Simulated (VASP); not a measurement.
Here is a VASP 6.6.1 calculation.

INCAR

```
  PREC = Accurate
  ENCUT = 600
  EDIFF = 1E-6
  ISMEAR = -1
  SIGMA = 0.08
  LREAL = False
  LASPH = True
  NELM = 100
  ALGO = Normal
  ISIF = 4
  LWAVE = False
  LCHARG = False
  IBRION = 2
  NSW = 50
  EDIFFG = -0.005
```

The input KPOINTS:

```
regular mesh
0
Gamma
  18 18 10
```

File POSCAR:

```
V
1.0
    2.1162943033      0.0000000000      0.0000000000
   -1.0581471516      1.8327646285      0.0000000000
    0.0000000000      0.0000000000      3.8573129180
V
2
Direct
    0.3333333333      0.6666666667      0.2500000000
    0.6666666667      0.3333333333      0.7500000000
```

Potentials or basis: VASP PAW LDA potentials, release 64 (V_sv).

Run with:

```console
$ cat potpaw_LDA.64/V_sv/POTCAR > POTCAR
$ mpirun -np 1 vasp_std > vasp.out
```

(1) Estimate the band gap on the k mesh.

Results:

(1) zero (band 13 reaches 22.46 eV, above the bottom of band 14 at 18.05 eV).
